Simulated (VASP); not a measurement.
Input of a VASP 6.6.1 run:

File INCAR:

```
PREC = Accurate ; ENCUT = 600
EDIFF = 1E-6 ; ISMEAR = -1
SIGMA = 0.1 ; LREAL = False
LASPH = True ; NELM = 60
ALGO = Normal ; ISIF = 3
LWAVE = False ; LCHARG = False
GGA = PE ; IBRION = 2
NSW = 60 ; EDIFFG = -0.005
PSTRESS = 70.0
```

The input KPOINTS:

```
Automatic mesh
0
Gamma
  14 14 14
```

The input POSCAR:

```
La
1.0
   -1.9760582484      1.9760582484      1.9760582484
    1.9760582484     -1.9760582484      1.9760582484
    1.9760582484      1.9760582484     -1.9760582484
La
1
Direct
    0.0000000000      0.0000000000      0.0000000000
```

Potentials or basis: VASP PAW PBE potentials, release 64 (La).

The run is started by

```sh
$ cat potpaw_PBE.64/La/POTCAR > POTCAR
$ mpirun -np 1 vasp_std > vasp.out
```

Predict the relaxed cell.

a = 3.425 Å, b = 3.425 Å, c = 3.425 Å, α = 109.47°, β = 109.47°, γ = 109.47°.

Estimate the space group after relaxing (to 0.1 Å).

Im-3m (No. 229).

Predict the relaxed volume.

30.93 Å³/atom.

Final structure:
```cif
data_structure
_symmetry_space_group_name_H-M 'P 1'
_symmetry_Int_Tables_number 1
_cell_length_a 3.4250
_cell_length_b 3.4250
_cell_length_c 3.4250
_cell_angle_alpha 109.471
_cell_angle_beta 109.471
_cell_angle_gamma 109.471
_cell_volume 30.93
loop_
_atom_site_label
_atom_site_type_symbol
_atom_site_fract_x
_atom_site_fract_y
_atom_site_fract_z
_atom_site_occupancy
La1 La 0.00000 0.00000 0.00000 1
```

Caveat: the cell is relaxed towards a set pressure, so the run minimises the enthalpy, not the energy.
